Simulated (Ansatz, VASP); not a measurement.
**Al2Cu: VASP beside Ansatz**

```
Al Cu
1.0
     2.01437   -1.94515   -0.10505
     2.01437    1.94515   -0.10505
    -0.70319    0.00000    5.82540
Al Cu
2 1
Direct
  0.10380 0.10380 0.29605
  0.89620 0.89620 0.70395
  0.50000 0.50000 0.00000
```

Change from the starting cell: species swapped into the Ta2H type (C2/m, No. 12).

Alike in both runs: functional PBE; k mesh 7 × 7 × 4; occupations gaussian, width 0.2 eV; no spin polarisation.

Ansatz relaxed the structure, and its values are those at the end. VASP's run is a single point on that final structure, the one shown.

|  | VASP | Ansatz |
| --- | --- | --- |
| version | VASP 6.6.1 | Ansatz 0.2.0 |
| potentials or method | VASP PAW PBE potentials, release 64 (Al, Cu), cutoff 520 eV | scalar-relativistic, plane waves, PAW |
| valence electrons in the cell | 17 | 25 |

|  | VASP | Ansatz | Ansatz less VASP |
| --- | --- | --- | --- |
| gap on the k mesh at the Fermi level (eV) | none | none | - |
| pressure (GPa) | 0.0 | -0.2 | -0.16 |
| rms of the force components (eV/Å) | 0.017 | 0.015 | -0.0023 |

A gap of «none» marks a metal or a gap that the smearing closes. With one functional, cell and mesh, what is left measures potentials, basis and numerics. VASP's potentials hold 17 valence electrons a cell and Ansatz's 25, so a difference there can come from the potentials and not from the codes.
